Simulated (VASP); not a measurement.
# Ga16HO24 (a cell with a defect) in VASP: single point with PBE

Aim: the single point of Ga16HO24 (a cell with a defect) with PBE.

Program: VASP 6.6.1. These are calculated values, not measurements. Logs are shortened: lines on timing, memory, paths and dates and some standing lists are left out, and cuts for length are marked.

## 1. The cell of the first run

The cell holds a defect, 41 atoms: a = 5.399 Å, b = 10.798 Å, c = 10.798 Å, α = 55.86°, β = 55.86°, γ = 55.86°.

## 2. Single point, PBE

File INCAR:

```
SYSTEM = Ga16HO24
PREC = Accurate
ENCUT = 520
EDIFF = 1E-6
ISMEAR = -1
SIGMA = 0.01
LREAL = Auto
LASPH = .TRUE.
NELM = 120
ALGO = Normal
ISIF = 2
LWAVE = .FALSE.
LCHARG = .FALSE.
GGA = PE
NELECT = 352.0
NBANDS = 202
GGA_COMPAT = .FALSE.
```

File KPOINTS:

```
Automatic mesh
0
Gamma
  2 2 2
  0.5 0.5 0.5
```

File POSCAR:

```
Ga16HO24
1.0
    2.5289754500      1.4601046700      4.5413080100
   -5.0579508900      2.9202093400      9.0826160100
    0.0000000000     -5.8404185800      9.0826160400
Ga O H
16 24 1
Direct
    0.8484963500      0.4254132900      0.4296873900
    0.6361282800      0.3209210500      0.3238550300
    0.1278697800      0.0720696900      0.0737249900
    0.3427609800      0.1850861200      0.1681916500
    0.8508395500      0.4309683900      0.9278210800
    0.6364531800      0.3270172600      0.8214578300
    0.1240688200      0.0817900800      0.5890529700
    0.3538116600      0.1812524500      0.6822895400
    0.8546769000      0.9213471400      0.4325162100
    0.6741548500      0.8068278100      0.3094673000
    0.1437140900      0.5698545200      0.0719631700
    0.3644745400      0.6750659700      0.1757399300
    0.8488426800      0.9266997400      0.9318030200
    0.6380338900      0.8244365300      0.8221058400
    0.1405905300      0.5695061100      0.5752585500
    0.3520680700      0.6818966200      0.6780964800
    0.7385480700      0.2251402600      0.0281507100
    0.3882825800      0.0383504400      0.3836054300
    0.0445322100      0.3738809300      0.2238440600
    0.2409246100      0.2788470400      0.4783251300
    0.9244443400      0.1224443300      0.2793973100
    0.5518312800      0.4730319000      0.1251951500
    0.7421728100      0.2258706500      0.5300492100
    0.4410153200      0.0264922700      0.8780301000
    0.0450924500      0.3764966000      0.7266031200
    0.2437259300      0.2767969000      0.9728853500
    0.9385273800      0.1260112900      0.7839715400
    0.5463717700      0.4784363600      0.6237189500
    0.7495415700      0.7241403600      0.0267832600
    0.4407595000      0.5298673500      0.3762393600
    0.0396431200      0.8737742200      0.2267101000
    0.2590801400      0.7896212800      0.4682167200
    0.9585895200      0.6150816500      0.2751663700
    0.5440314900      0.9734268000      0.1288784700
    0.7515807800      0.7271091300      0.5232587500
    0.4434745100      0.5283854900      0.8742143300
    0.0479345900      0.8789327600      0.7239678500
    0.2461176300      0.7767822600      0.9758356200
    0.9444515800      0.6290331800      0.7732236600
    0.5488044800      0.9754684400      0.6242332300
    0.2691540800     -0.0300307900      0.4250829100
```

Potentials or basis: VASP PAW PBE potentials, release 64 (Ga_d, O, H).

Run with:

```sh
$ cat potpaw_PBE.64/Ga_d/POTCAR potpaw_PBE.64/O/POTCAR potpaw_PBE.64/H/POTCAR > POTCAR
$ mpirun -np 1 vasp_std > vasp.out
```

OUTCAR:

```text
SYSTEM = Ga16HO24
   PREC = Accurate
   ENCUT = 520
   EDIFF = 1E-6
   ISMEAR = -1
   LREAL = Auto
   LASPH = .TRUE.
   NELM = 120
   ISIF = 2
   GGA = PE
   NELECT = 352.0

 ion  position               nearest neighbor table
   1  0.848  0.425  0.430-  33 1.94  20 1.96  28 1.96  23 2.05  30 2.09  19 2.11   2 2.87   7 2.91

   2  0.636  0.321  0.324-  20 1.95  22 1.95  21 1.95  19 2.10  23 2.13  30 2.15   1 2.87
   3  0.128  0.072  0.074-  17 1.93  24 1.95  31 1.96  21 2.09  26 2.13  34 2.15   4 2.86
   4  0.343  0.185  0.168-  19 1.93  17 1.93  26 2.01  18 2.01  34 2.09  21 2.18   3 2.86   6 2.92

   5  0.851  0.431  0.928-  22 1.94  26 1.95  39 1.97  25 2.09  36 2.10  17 2.13   6 2.88
   6  0.636  0.327  0.821-  27 1.95  28 1.96  26 1.97  36 2.08  25 2.09  17 2.11   5 2.88   4 2.92

   7  0.124  0.082  0.589-  23 1.96  37 1.96  27 1.97  18 2.01  20 2.04  40 2.06   8 2.80  13 2.89
                             1 2.91
   8  0.354  0.181  0.682-  23 1.93  25 1.94  24 1.94  20 2.12  27 2.14  40 2.15   7 2.80
   9  0.855  0.921  0.433-  21 1.94  32 1.94  40 1.95  35 2.02  31 2.10  18 2.32
  10  0.674  0.807  0.309-  33 1.85  34 1.93  32 1.95  31 2.03  35 2.17  18 2.41  12 2.88
  11  0.144  0.570  0.072-  36 1.94  29 1.95  19 1.96  33 2.06  22 2.11  38 2.12  12 2.90
  12  0.364  0.675  0.176-  29 1.93  30 1.94  31 2.00  22 2.08  38 2.09  33 2.13  10 2.88  11 2.90

  13  0.849  0.927  0.932-  38 1.96  34 1.96  27 1.96  29 2.07  24 2.10  37 2.10  14 2.88   7 2.89

  14  0.638  0.824  0.822-  38 1.95  40 1.95  39 1.95  24 2.10  29 2.12  37 2.12  13 2.88
  15  0.141  0.570  0.575-  25 1.93  30 1.94  35 1.97  28 2.08  39 2.08  32 2.28  16 2.92
  16  0.352  0.682  0.678-  36 1.95  37 1.95  35 1.98  32 2.10  39 2.11  28 2.11  15 2.92
  17  0.739  0.225  0.028-   4 1.93   3 1.93   6 2.11   5 2.13
  18  0.388  0.038  0.384-  41 1.00   7 2.01   4 2.01   9 2.32  10 2.41
  19  0.045  0.374  0.224-   4 1.93  11 1.96   2 2.10   1 2.11
  20  0.241  0.279  0.478-   2 1.95   1 1.96   7 2.04   8 2.12
  21  0.924  0.122  0.279-   9 1.94   2 1.95   3 2.09   4 2.18
  22  0.552  0.473  0.125-   5 1.94   2 1.95  12 2.08  11 2.11
  23  0.742  0.226  0.530-   8 1.93   7 1.96   1 2.05   2 2.13
  24  0.441  0.026  0.878-   8 1.94   3 1.95  14 2.10  13 2.10
[... 14 lines left out ...]
  39  0.944  0.629  0.773-  14 1.95   5 1.97  15 2.08  16 2.11
  40  0.549  0.975  0.624-   9 1.95  14 1.95   7 2.06   8 2.15
  41  0.269  0.970  0.425-  18 1.00

  LATTYP: Found a base centered monoclinic cell.
 ALAT       =    14.7964817495
 B/A-ratio  =     0.6836693984
 C/A-ratio  =     0.3648959286
 COS(beta)  =    -0.0893299994

  Lattice vectors:

 A1 = (   7.5869263400,  -1.4601046700,  -4.5413080000)
 A2 = (   2.5289754500,   7.3005232500,  -4.5413080300)
 A3 = (   2.5289754500,   1.4601046700,   4.5413080100)

Analysis of symmetry for initial positions (statically):
=====================================================================
 Subroutine PRICEL returns:
 Original cell was already a primitive cell.

 Routine SETGRP: Setting up the symmetry group for a
 base centered monoclinic supercell.

 Subroutine GETGRP returns: Found  1 space group operations
 (whereof  1 operations were pure point group operations)
 out of a pool of  4 trial point group operations.

The static configuration has the point symmetry C_1 .

Analysis of symmetry for dynamics (positions and initial velocities):
=====================================================================
 Subroutine PRICEL returns:
 Original cell was already a primitive cell.

 Routine SETGRP: Setting up the symmetry group for a
 base centered monoclinic supercell.

 Subroutine GETGRP returns: Found  1 space group operations
 (whereof  1 operations were pure point group operations)
 out of a pool of  4 trial point group operations.

The dynamic configuration has the point symmetry C_1 .

 Subroutine INISYM returns: Found  1 space group operations
 (whereof  1 operations are pure point group operations),
 and found     1 'primitive' translations

----------------------------------------------------------------------------------------

                                     Primitive cell

  volume of cell :     402.4582

  direct lattice vectors                    reciprocal lattice vectors
     2.528975450  1.460104670  4.541308010     0.197708523  0.114147069  0.073400291
    -5.057950890  2.920209340  9.082616010    -0.098854261  0.057073535  0.036700146
     0.000000000 -5.840418580  9.082616040    -0.000000000 -0.114147069  0.036700146

  length of vectors
     5.399175948 10.798351883 10.798351880     0.239803703  0.119901852  0.119901852

  position of ions in fractional coordinates (direct lattice)
     0.848496350  0.425413290  0.429687390
     0.636128280  0.320921050  0.323855030
     0.127869780  0.072069690  0.073724990
     0.342760980  0.185086120  0.168191650
     0.850839550  0.430968390  0.927821080
     0.636453180  0.327017260  0.821457830
[... 33 lines left out ...]
     0.548804480  0.975468440  0.624233230
     0.269154080  0.969969210  0.425082910

  ion indices of the primitive-cell ions
   primitive index   ion index
                 1           1
                 2           2
                 3           3
                 4           4
                 5           5
                 6           6
[... 33 lines left out ...]
                40          40
                41          41

----------------------------------------------------------------------------------------

 KPOINTS: Automatic mesh

Automatic generation of k-mesh.
 Grid dimensions read from file:
 generate k-points for:    2    2    2

 Generating k-lattice:

  Cartesian coordinates                     Fractional coordinates (reciprocal lattice)
     0.098854261  0.057073535  0.036700146     0.500000000  0.000000000  0.000000000
    -0.049427131  0.028536767  0.018350073     0.000000000  0.500000000  0.000000000
    -0.000000000 -0.057073534  0.018350073     0.000000000  0.000000000  0.500000000

  Length of vectors
     0.119901852  0.059950926  0.059950926

  Shift w.r.t. Gamma in fractional coordinates (k-lattice)
     0.500000000  0.500000000  0.500000000

 Subroutine IBZKPT returns following result:
 ===========================================

 Found      4 irreducible k-points:

 Following reciprocal coordinates:
            Coordinates               Weight
  0.250000  0.250000  0.250000      2.000000
 -0.250000  0.250000  0.250000      2.000000
  0.250000 -0.250000  0.250000      2.000000
 -0.250000 -0.250000  0.250000      2.000000
   k-points           NKPTS =      4   k-points in BZ     NKDIM =      4   number of bands    NBANDS=    202
   number of dos      NEDOS =    301   number of ions     NIONS =     41
   total plane-waves  NPLWV = 256000
   dimension x,y,z NGX =    40 NGY =   80 NGZ =   80
   dimension x,y,z NGXF=    80 NGYF=  160 NGZF=  160
   ions per type =              16  24   1
   NGX,Y,Z   is equivalent  to a cutoff of  12.32, 12.32, 12.32 a.u.
   NGXF,Y,Z  is equivalent  to a cutoff of  24.63, 24.63, 24.63 a.u.
 SYSTEM =  Ga16HO24
   PREC   = accura    normal or accurate (medium, high low for compatibility)
   ISTART =      0    job   : 0-new  1-cont  2-samecut
   ICHARG =      2    charge: 1-file 2-atom 10-const
   ISPIN  =      1    spin polarized calculation?
   LNONCOLLINEAR =      F non collinear calculations
   LSORBIT =      F    spin-orbit coupling
   LASPH  =      T    aspherical Exc in radial PAW
   ENCUT  =  520.0 eV  38.22 Ry    6.18 a.u.  10.04 20.08 20.08*2*pi/ulx,y,z
   NELM   =    120;   NELMIN=  2; NELMDL= -5     # of ELM steps
   EDIFF  = 0.1E-05   stopping-criterion for ELM
   LREAL  =      T    real-space projection
   EDIFFG = 0.1E-04   stopping-criterion for IOM
   NSW    =      0    number of steps for IOM
   IBRION =     -1    ionic relax: 0-MD 1-quasi-New 2-CG
   NFREE  =      0    steps in history (QN), initial steepest desc. (CG)
   ISIF   =      2    stress and relaxation
   ISYM   =      2    0-nonsym 1-usesym 2-fastsym
   POTIM  = 0.5000    time-step for ionic-motion
   TEBEG  =    0.0;   TEEND  =   0.0 temperature during run
   PSTRESS=    0.0 pullay stress
   NELECT =     352.0000    total number of electrons
   NUPDOWN=      -1.0000    fix difference up-down
   EMIN   =  10.00;   EMAX   =-10.00  energy-range for DOS
   EFERMI =   0.00;   METHOD = LEGACY
   ISMEAR =    -1;   SIGMA  =   0.01  broadening in eV -4-tet -1-fermi 0-gaus
   EFERMI_NEDOS =   21; number of points for ismear=-14 and -15
   IALGO  =     38    algorithm
   IMIX   =      4    mixing-type and parameters
     AMIX     =   0.40;   BMIX     =  1.00
     AMIX_MAG =   1.60;   BMIX_MAG =  1.00
  volume/ion in A,a.u.               =       9.82        66.24
  Fermi-wavevector in a.u.,A,eV,Ry     =   1.565605  2.958564 33.349486  2.451118
  Thomas-Fermi vector in A             =   2.668056
   LORBIT       =      0    0 simple, 1 ext, 2 COOP (PROOUT), +10 PAW based schemes
   GGA     = PE    functional components
   LHFCALC =     F    Hartree Fock is set to
   AEXX    =    0.0000 exact exchange contribution
   IVDW    =     0    specifies the selected vdW correction
   LEPSILON=     F    determine dielectric tensor
   LRPA    =     F    only Hartree local field effects (RPA)
 non-spin polarized calculation
  energy-cutoff  :      520.00
  volume of cell :      402.46
 maximum number of plane-waves:     10842
   NGX = 21   NGY = 41   NGZ = 41

 number of electron     351.9999975 magnetization

 Free energy of the ion-electron system (eV)
  ---------------------------------------------------
  ext. energy  EPLUGINS =         0.00000000
  ---------------------------------------------------
  free energy    TOTEN  =      -246.81828874 eV

  energy without entropy =     -246.81828874  energy(sigma->0) =     -246.81828874

 E-fermi :   4.3208     XC(G=0): -11.9585

 val. band max:        4.0286977007   @ k =  -0.2500  -0.2500   0.2500
 cond. band min:       7.5880360046   @ k =   0.2500   0.2500   0.2500
 fundamental gap:      3.5593383039
 Fermi energy:         4.3207512585

 k-point     1 :       0.2500    0.2500    0.2500
  band No.  band energies     occupation
      1     -15.2512      2.00000
      2     -14.2553      2.00000
      3     -13.6898      2.00000
      4     -13.5892      2.00000
      5     -13.5411      2.00000
      6     -13.5129      2.00000
[... 753 lines left out ...]
    187      11.0340      0.00000
    188      11.1091      0.00000
 [bands above 188 left out]

------------------------ aborting loop because EDIFF is reached ----------------------------------------

  FORCE on cell =-STRESS in cart. coord.  units (eV):
  Direction    XX          YY          ZZ          XY          YZ          ZX
  --------------------------------------------------------------------------------------
  -------------------------------------------------------------------------------------
  Total       -1.9111900     -5.8626870     -4.5043511      0.5922524     -1.5495479     -1.3312727
  in kB       -7.6084056    -23.3392283    -17.9317229      2.3577438     -6.1687163     -5.2997676
  external PRESSURE =     -16.2931189 kB  Pullay stress =       0.0000000 kB

 VOLUME and BASIS-vectors are now :
 -----------------------------------------------------------------------------
  energy-cutoff  :      520.00
  volume of cell :      402.46
      direct lattice vectors                 reciprocal lattice vectors
     2.528975450  1.460104670  4.541308010     0.197708523  0.114147069  0.073400291
    -5.057950890  2.920209340  9.082616010    -0.098854261  0.057073535  0.036700146
     0.000000000 -5.840418580  9.082616040    -0.000000000 -0.114147069  0.036700146

 POSITION                                       TOTAL-FORCE (eV/Angst)
 -----------------------------------------------------------------------------------
     -0.00589     -0.02836     11.61983        -0.000721      0.003488      0.020640
     -0.01445     -0.02548      8.74511        -0.002120     -0.000956     -0.008204
     -0.04115     -0.03342      1.90489        -0.001003      0.010298     -0.011025
     -0.06932      0.05865      4.76527         0.001085      0.006364      0.019520
     -0.02806     -2.91803     16.20529         0.002577     -0.004992      0.010422
     -0.04446     -2.91341     13.32149         0.004732     -0.002044     -0.016307
[... 33 lines left out ...]
     -3.54596      0.00410     17.02177        -0.001564     -0.002788      0.009332
     -4.22537      0.74284     13.89303        -0.000258     -0.073173     -0.091140
 -----------------------------------------------------------------------------------
    total drift:                                0.015550      0.002332      0.004119

  FREE ENERGIE OF THE ION-ELECTRON SYSTEM (eV)
  ---------------------------------------------------
  free  energy   TOTEN  =      -246.8182887387 eV

  energy  without entropy=     -246.8182887387  energy(sigma->0) =     -246.81828874
```

It took 30 min on 1 thread of Intel Xeon 8259CL, shared host; peak memory 0.68 GiB.

What came out:

```
Free energy   : -246.8183 eV
Largest force : 0.117 eV/Å
```

Forces on the atoms (eV/Å):
```
Ga  -0.001  0.003  0.021
Ga  -0.002 -0.001 -0.008
Ga  -0.001  0.010 -0.011
Ga   0.001  0.006  0.020
Ga   0.003 -0.005  0.010
Ga   0.005 -0.002 -0.016
Ga   0.002 -0.004 -0.002
Ga  -0.006 -0.004  0.003
Ga  -0.025 -0.004 -0.004
Ga   0.014 -0.003 -0.002
Ga   0.005  0.003 -0.017
Ga  -0.006 -0.001  0.007
Ga   0.001  0.005  0.018
Ga  -0.001 -0.005 -0.014
Ga  -0.003  0.007 -0.003
Ga   0.002 -0.003  0.013
O   -0.015  0.013  0.005
O    0.024  0.065  0.068
O   -0.008 -0.008 -0.007
O    0.006 -0.002  0.008
O    0.011  0.003  0.008
O   -0.002 -0.006 -0.002
O    0.001  0.020 -0.011
O    0.003  0.004  0.001
O    0.005  0.010 -0.005
O    0.004 -0.013 -0.017
O   -0.006 -0.008  0.019
O    0.001  0.004  0.008
O   -0.005  0.016  0.001
O    0.002  0.001  0.000
O   -0.003  0.006  0.010
O    0.003 -0.021 -0.006
O    0.002 -0.008  0.008
O   -0.013 -0.021 -0.003
O   -0.012  0.012 -0.015
O    0.003  0.004  0.005
O   -0.005  0.009 -0.015
O    0.015 -0.011  0.003
O    0.005  0.003  0.003
O   -0.002 -0.003  0.009
H    0.000 -0.073 -0.091
```

Caveat: the k points lie up to 0.58 Å⁻¹ apart; the cell carries a net charge on a neutralising background, which shifts energy and pressure; the cell is charged against a uniform background, so pressure and absolute levels hang on convention.
